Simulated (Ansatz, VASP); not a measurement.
## Ru: VASP beside Ansatz

```
Ru
1.0
     3.72882    0.00000    0.00000
    -1.86441    3.22925    0.00000
     0.00000    0.00000    5.37477
Ru
4
Direct
  0.00000 0.00000 0.50000
  0.00000 0.00000 0.00000
  0.33333 0.66667 0.75000
  0.66667 0.33333 0.25000
```

Alike in both runs: task relaxation of cell and atoms; functional PBE; k mesh 15 × 15 × 10; occupations gaussian, width 0.1 eV; no spin polarisation.

|  | VASP | Ansatz |
| --- | --- | --- |
| version | VASP 6.6.1 | Ansatz 0.2.0 |
| potentials or method | VASP PAW PBE potentials, release 64 (Ru_pv), cutoff 500 eV | scalar-relativistic, plane waves, PAW |
| valence electrons in the cell | 56 | 64 |

VASP gave:

```
gap on the k mesh at the Fermi level, each at its own relaxed structure (eV) : none
relaxed volume (Å³/atom)                                                     : 16.22
relaxed cell length with the largest relative difference (Å)                 : 5.336
```

Question: Which values does Ansatz return?

Answer: gap on the k mesh at the Fermi level, each at its own relaxed structure (eV): none; relaxed volume (Å³/atom): 16.21; relaxed cell length with the largest relative difference (Å): 5.335.

A gap of «none» marks a metal or a gap that the smearing closes. VASP's potentials hold 56 valence electrons a cell and Ansatz's 64, so a difference there can come from the potentials and not from the codes.
